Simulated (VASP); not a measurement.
Rh:

```
Rh
1.0
     2.63680    0.00000    0.00000
    -1.31840    2.28353    0.00000
     0.00000    0.00000    8.61847
Rh
4
Direct
  0.66667 0.33333 0.75000
  0.00000 0.00000 0.50000
  0.33333 0.66667 0.25000
  0.00000 0.00000 0.00000
```

This isn't the form of Rh at room conditions, which is fcc.

Base run:

```yaml
Program: VASP 6.6.1
Functional: PBEsol
Potentials_or_basis: VASP PAW PBE potentials, release 64 (Rh_pv)
Cutoff: 520 eV
k_mesh: 11 × 11 × 3
Occupations: fermi-dirac, width 0.05 eV
Spin: no spin polarisation
```

Its results: band gap on the k mesh zero (bands 30 and 31 overlap by 1.81 eV); pressure 13.7 GPa.

Q: The run is repeated on the same cell with these changes: functional from PBEsol to PBE. What comes out?

A: Band gap on the k mesh zero (bands 30 and 31 overlap by 1.81 eV); pressure 25.7 GPa.

PBE binds less tightly than PBEsol, so the same cell stands under more pressure.

Caveats: the cell stands under pressure; the PAW data sets were made with another functional, which shifts forces and pressure a little (at least some runs).
